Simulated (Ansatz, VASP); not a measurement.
## InP in VASP and in Ansatz

File INCAR:

```
SYSTEM = InP
  PREC = Accurate
  ENCUT = 520
  EDIFF = 1E-6
  ISMEAR = -1
  SIGMA = 0.03
  LREAL = .False.
  LASPH = .True.
  NELM = 100
  ALGO = Normal
  ISIF = 2
  LWAVE = .False.
  LCHARG = .True.
  GGA = PE
  LELF = .True.
  LVHAR = .True.
  NBANDS = 16
```

Contents of KPOINTS:

```
Automatic mesh
0
Gamma
  11 11 11
  0 0 0
```

The input POSCAR:

```
InP
1.0
    0.0000000000      2.9121000000      2.8550000000
    2.9121000000      0.0000000000      2.8550000000
    2.9121000000      2.9121000000      0.0000000000
In P
1 1
Direct
    0.0000000000      0.0000000000      0.0000000000
    0.5000000000      0.5000000000      0.5000000000
```

Input for Ansatz:

```yaml
crystal:
  lattice:
    - [0.0, 2.9121, 2.855]
    - [2.9121, 0.0, 2.855]
    - [2.9121, 2.9121, 0.0]
  atoms:
    - { symbol: In, position: [0.0, 0.0, 0.0] }
    - { symbol: P, position: [0.5, 0.5, 0.5] }
kpoints:
  mp_grid: { grid: [11, 11, 11] }
  band_path:
    path:
      - [0.0, 0.0, 0.0]
      - [0.0, 0.5, 0.5]
      - [0.25, 0.75, 0.5]
      - [0.0, 0.5, 0.0]
      - [0.0, 0.0, 0.0]
      - [0.5, 0.5, 0.0]
      - [0.38005, 0.61995, 0.0]
      - [-0.38005, 0.38005, 0.0]
      - [0.0, 0.0, 0.0]
    npoints: 5
scf:
  occupations: { method: fermi_dirac, width: 0.03 }
hamiltonian:
  xc: pbe
  pseudopotentials: { kind: all_electron, lapw: { basis_error: 0.00025 } }
output:
  forces: true
  stress: true
  eigenvalues: true
```

Change from the starting cell: equal xx and yy strain of +2 %.

Alike in both runs: task single point; functional PBE; k mesh 11 × 11 × 11; occupations fermi-dirac, width 0.03 eV; no spin polarisation.

|  | VASP | Ansatz |
| --- | --- | --- |
| version | VASP 6.6.1 | Ansatz 0.2.0 |
| potentials or method | VASP PAW PBE potentials, release 64 (In_d, P), cutoff 520 eV | all-electron LAPW, scalar-relativistic |

```tsv
	VASP	Ansatz	Ansatz less VASP
pressure (GPa)	-7.0	-6.9	+0.05
traceless stress, the component that is largest in VASP (GPa)	0.88	0.88	+0.002
```

Ansatz ran all-electron here, and VASP with PAW potentials.
